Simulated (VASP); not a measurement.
# CoSi (rocksalt type) (Fm-3m) in VASP: further runs, part 2 of 2

VASP 6.6.1. The steps go on from the part before.

## (5) Relaxation of cell and atoms, r2SCAN

This run uses another cell than the first one, of 12.05 Å³/atom, 1.033 times its volume.

File POSCAR:

```
CoSi
1.0
    0.0000000000      2.2923918786      2.2923918786
    2.2923918786      0.0000000000      2.2923918786
    2.2923918786      2.2923918786      0.0000000000
Co Si
1 1
Direct
    0.0000000000      0.0000000000      0.0000000000
    0.5000000000      0.5000000000      0.5000000000
```

File INCAR.step1:

```
  PREC = Accurate
  ENCUT = 660
  ISMEAR = -1
  SIGMA = 0.1
  LREAL = False
  LASPH = True
  NELM = 120
  GGA = PE
  ALGO = Normal
  EDIFF = 1E-5
  LWAVE = True
  LCHARG = False
  GGA_COMPAT = False
  IBRION = 2
  ISIF = 3
  EDIFFG = -0.005
  NELMIN = 4
  NSW = 100
```

File INCAR.step2:

```
  PREC = Accurate
  ENCUT = 660
  EDIFF = 1E-7
  ISMEAR = -1
  SIGMA = 0.1
  LREAL = False
  LASPH = True
  NELM = 120
  ALGO = Normal
  ISIF = 3
  LWAVE = False
  LCHARG = False
  METAGGA = R2SCAN
  LMIXTAU = True
  IBRION = 2
  NSW = 60
  EDIFFG = -0.005
  ISTART = 1
  GGA_COMPAT = False
  NELMIN = 4
```

File KPOINTS:

```
Automatic mesh
0
Gamma
  14 14 14
```

Potentials or basis: VASP PAW PBE potentials, release 64 (Co, Si).

The run is started by

```
$ cat potpaw_PBE.64/Co/POTCAR potpaw_PBE.64/Si/POTCAR > POTCAR
$ cp INCAR.step1 INCAR
$ mpirun -np 1 vasp_std > vasp.out
$ cp INCAR.step2 INCAR
$ mpirun -np 1 vasp_std > vasp.out
```

OUTCAR:

```text
PREC = Accurate
   ENCUT = 660
   EDIFF = 1E-7
   ISMEAR = -1
   LREAL = False
   LASPH = True
   NELM = 120
   ISIF = 3
   METAGGA = R2SCAN
   IBRION = 2
   NSW = 60
   EDIFFG = -0.005
   ISTART = 1
   NELMIN = 4

 ion  position               nearest neighbor table
   1  0.000  0.000  0.000-   2 2.29   2 2.29   2 2.29   2 2.29   2 2.29   2 2.29
   2  0.500  0.500  0.500-   1 2.29   1 2.29   1 2.29   1 2.29   1 2.29   1 2.29

  LATTYP: Found a face centered cubic cell.
 ALAT       =     4.5847837572

  Lattice vectors:

 A1 = (   0.0000000000,   2.2923918786,   2.2923918786)
 A2 = (   2.2923918786,   0.0000000000,   2.2923918786)
 A3 = (   2.2923918786,   2.2923918786,   0.0000000000)

Analysis of symmetry for initial positions (statically):
=====================================================================
 Subroutine PRICEL returns:
 Original cell was already a primitive cell.

 Routine SETGRP: Setting up the symmetry group for a
 face centered cubic supercell.

 Subroutine GETGRP returns: Found 48 space group operations
 (whereof 48 operations were pure point group operations)
 out of a pool of 48 trial point group operations.

The static configuration has the point symmetry O_h .

Analysis of symmetry for dynamics (positions and initial velocities):
=====================================================================
 Subroutine PRICEL returns:
 Original cell was already a primitive cell.

 Routine SETGRP: Setting up the symmetry group for a
 face centered cubic supercell.

 Subroutine GETGRP returns: Found 48 space group operations
 (whereof 48 operations were pure point group operations)
 out of a pool of 48 trial point group operations.

The dynamic configuration has the point symmetry O_h .

 Subroutine INISYM returns: Found 48 space group operations
 (whereof 48 operations are pure point group operations),
 and found     1 'primitive' translations

----------------------------------------------------------------------------------------

                                     Primitive cell

  volume of cell :      24.0933

[... 119 lines left out ...]
 conjugate gradient relaxation of ions
 non-spin polarized calculation
  energy-cutoff  :      660.00
  volume of cell :       24.09
 maximum number of plane-waves:       944
   NGX = 13   NGY = 13   NGZ = 13

--------------------------------------- Ionic step        1  -------------------------------------------

 number of electron      13.0000003 magnetization

 Free energy of the ion-electron system (eV)
  ---------------------------------------------------
  ext. energy  EPLUGINS =         0.00000000
  ---------------------------------------------------
  free energy    TOTEN  =       -21.41611704 eV

  energy without entropy =      -21.37314778  energy(sigma->0) =      -21.39463241

------------------------ aborting loop because EDIFF is reached ----------------------------------------

  FORCE on cell =-STRESS in cart. coord.  units (eV):
  Direction    XX          YY          ZZ          XY          YZ          ZX
  --------------------------------------------------------------------------------------
  -------------------------------------------------------------------------------------
  Total        0.8186418      0.8186418      0.8186418      0.0000000     -0.0000000      0.0000000
  in kB       54.4387196     54.4387196     54.4387196      0.0000000     -0.0000000      0.0000000
  external PRESSURE =      54.4387196 kB  Pullay stress =       0.0000000 kB
[... 23 lines left out ...]
--------------------------------------- Ionic step        2  -------------------------------------------

 number of electron      12.9999997 magnetization

 E-fermi :   9.5979     XC(G=0): -12.8284

 val. band max:        9.5971013326   @ k =  -0.4286   0.5000   0.0714
 cond. band min:       9.5993810632   @ k =  -0.4286   0.4286   0.1429
 fundamental gap:      0.0022797306
 Fermi energy:         9.5979100485

 k-point     1 :       0.0000    0.0000    0.0000
  band No.  band energies     occupation
      1      -3.1043      2.00000
      2       7.6038      2.00000
      3       7.6038      2.00000
      4       7.6038      2.00000
      5       7.8303      2.00000
      6       7.8303      2.00000
      7      14.2273      0.00000
      8      14.2273      0.00000
      9      14.2273      0.00000
     10      20.7256      0.00000
[... 334 lines left out ...]
--------------------------------------- Ionic step        3  -------------------------------------------

 number of electron      12.9999998 magnetization

 Free energy of the ion-electron system (eV)
  ---------------------------------------------------
  ext. energy  EPLUGINS =         0.00000000
  ---------------------------------------------------
  free energy    TOTEN  =       -21.42791944 eV

  energy without entropy =      -21.38298462  energy(sigma->0) =      -21.40545203

 E-fermi :  10.0041     XC(G=0): -12.9894

 val. band max:        9.9999786585   @ k =  -0.3571   0.0714   0.0000
 cond. band min:      10.0140095811   @ k =   0.5000   0.5000   0.0000
 fundamental gap:      0.0140309225
 Fermi energy:        10.0040967392

 k-point     1 :       0.0000    0.0000    0.0000
  band No.  band energies     occupation
      1      -2.9388      2.00000
      2       7.9052      2.00000
      3       7.9052      2.00000
      4       7.9052      2.00000
      5       8.1413      2.00000
      6       8.1413      2.00000
      7      14.7793      0.00000
      8      14.7793      0.00000
      9      14.7793      0.00000
     10      21.2592      0.00000
[... 328 lines left out ...]
  FREE ENERGIE OF THE ION-ELECTRON SYSTEM (eV)
  ---------------------------------------------------
  free  energy   TOTEN  =       -21.4279194424 eV

  energy  without entropy=      -21.3829846166  energy(sigma->0) =      -21.40545203

 reached required accuracy - stopping structural energy minimisation
```

OSZICAR.step1:

```text
N       E                     dE             d eps       ncg     rms          rms(c)
DAV:   1     0.517542934670E+02    0.51754E+02   -0.65966E+03  2080   0.160E+03
DAV:   2    -0.112353698491E+02   -0.62990E+02   -0.60225E+02  2124   0.237E+02
DAV:   3    -0.134695756328E+02   -0.22342E+01   -0.21581E+01  2384   0.542E+01
[... 50 lines left out ...]
DAV:   1    -0.123075848629E+02   -0.76962E-03   -0.10214E-02  2260   0.185E+00    0.251E-01
DAV:   2    -0.123096263172E+02   -0.20415E-02   -0.36217E-02  2440   0.297E+00    0.437E-01
DAV:   3    -0.123068720034E+02    0.27543E-02   -0.17956E-02  2388   0.212E+00    0.408E-02
DAV:   4    -0.123068557838E+02    0.16220E-04   -0.15260E-04  2112   0.116E-01    0.121E-02
DAV:   5    -0.123068544547E+02    0.13291E-05   -0.67958E-06  1068   0.406E-02
   7 F= -.12306854E+02 E0= -.12281087E+02  d E =-.178491E-03
```

Run time: 7.7 min. Hardware: 1 thread of AMD EPYC 7R13 (Zen 3), shared host; peak memory 0.18 GiB.

Results:

```yaml
Free_energy: -21.4279 eV
Relaxed_volume: 12.41 Å³/atom
Relaxed_cell: a = 3.274 Å, b = 3.274 Å, c = 3.274 Å, α = 60.00°, β = 60.00°, γ = 60.00°
Space_group_after_relaxing_to_0.05_Å: Fm-3m (No. 225)
Energy_gained_by_relaxing: 5.9 meV/atom
Ionic_steps: 3
Pressure_after_relaxing: -0.1 GPa
```

Step by step:
```tsv
step	energy change (eV)	largest force (eV/Å)	pressure (GPa)	volume (Å³)
1	0.0000	0.0000	5.44	24.09
2	-0.0008	0.0000	-4.87	25.55
3	-0.0118	0.0000	-0.06	24.82
```

Final structure:
```xyz
2
Lattice="0.0000 2.3153 2.3153 2.3153 0.0000 2.3153 2.3153 2.3153 0.0000" Properties=species:S:1:pos:R:3 pbc="T T T"
Co    0.0000    0.0000    0.0000
Si    2.3153    2.3153    2.3153
```

Caveat: the PAW data sets were made with another functional, which shifts forces and pressure a little. Spin polarisation is off, so any magnetic state and its effect on volume and gap are missing.

## (6) Summary

| task | cell | gap on the mesh (eV) | pressure (GPa) |
| --- | --- | --- | --- |
| single point | a = 3.207 Å, angles 60.0°, 2 atoms | none | 12.0 |
| single point | a = 3.274 Å, angles 60.0°, 2 atoms | none | -0.1 |
| relaxation of cell and atoms | relaxed from a = 3.242 Å, angles 60.0°, 2 atoms | none | -0.1 |

Alike in all rows: level r2SCAN; potentials or basis VASP PAW PBE potentials, release 64 (Co, Si); no spin polarisation; k mesh 14 × 14 × 14; cutoff (eV) 660; smearing fermi-dirac 0.1 eV.

Caveats: the PAW data sets were made with another functional, which shifts forces and pressure a little.

Total energies depend on the potentials used, so only differences within one code and one set of settings carry meaning.
